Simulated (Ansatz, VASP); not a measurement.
One calculation of FeSi, two programs

```
CELL_PARAMETERS angstrom
4.40309 0.00000 0.00000
0.00000 4.40309 0.00000
0.00000 0.00000 4.40309
ATOMIC_POSITIONS crystal
Fe 0.13666 0.13666 0.13666
Fe 0.36334 0.86334 0.63666
Fe 0.63666 0.36334 0.86334
Fe 0.86334 0.63666 0.36334
Si 0.84113 0.84113 0.84113
Si 0.65887 0.15887 0.34113
Si 0.34113 0.65887 0.15887
Si 0.15887 0.34113 0.65887
```

Alike in both runs: functional r2SCAN; k mesh 8 × 8 × 8; occupations gaussian, width 0.02 eV; no spin polarisation.

Ansatz relaxed the structure, and its values are those at the end. VASP's run is a single point on that final structure, the one shown.

```csv
,VASP,Ansatz
version,VASP 6.6.1,Ansatz 0.2.0
potentials or method,"VASP PAW PBE potentials, release 64 (Fe, Si), cutoff 520 eV","scalar-relativistic, plane waves, PAW"
valence electrons in the cell,48,80
```

VASP gave:

| Quantity | Value |
| --- | --- |
| gap on the k mesh at the Fermi level (eV) | 0.33 |
| least direct gap on the mesh (eV) | 0.33 |
| pressure (GPa) | 0.4 |
| rms of the force components (eV/Å) | 0.015 |

Task: What did Ansatz give for the same quantities?

Result: gap on the k mesh at the Fermi level (eV): 0.34; least direct gap on the mesh (eV): 0.35; pressure (GPa): 0.0; rms of the force components (eV/Å): 0.001.

VASP's potentials were made for PBE, not for r2SCAN. VASP's potentials hold 48 valence electrons a cell and Ansatz's 80, so a difference there can come from the potentials and not from the codes.
